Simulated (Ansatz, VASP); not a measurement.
Nb in VASP and in Ansatz

```
Nb
1.0
     0.00000    2.12728    2.12728
     2.12728    0.00000    2.12728
     2.12728    2.12728    0.00000
Nb
1
Cartesian
  0.0000 0.0000 0.0000
```

Alike in both runs: task single point; functional r2SCAN; k mesh 18 × 18 × 18; occupations gaussian, width 0.1 eV; no spin polarisation.

```csv
,VASP,Ansatz
version,VASP 6.6.1,Ansatz 0.2.0
potentials or method,"VASP PAW PBE potentials, release 64 (Nb_sv), cutoff 520 eV","scalar-relativistic, plane waves, PAW"
valence electrons in the cell,13,13
```

```tsv
	VASP	Ansatz	Ansatz less VASP
gap on the k mesh at the Fermi level (eV)	none	none	-
pressure (GPa)	-4.9	-4.8	+0.14
```

VASP's potentials were made for PBE, not for r2SCAN. A gap of «none» marks a metal or a gap that the smearing closes. With one functional, cell and mesh, what is left measures potentials, basis and numerics.
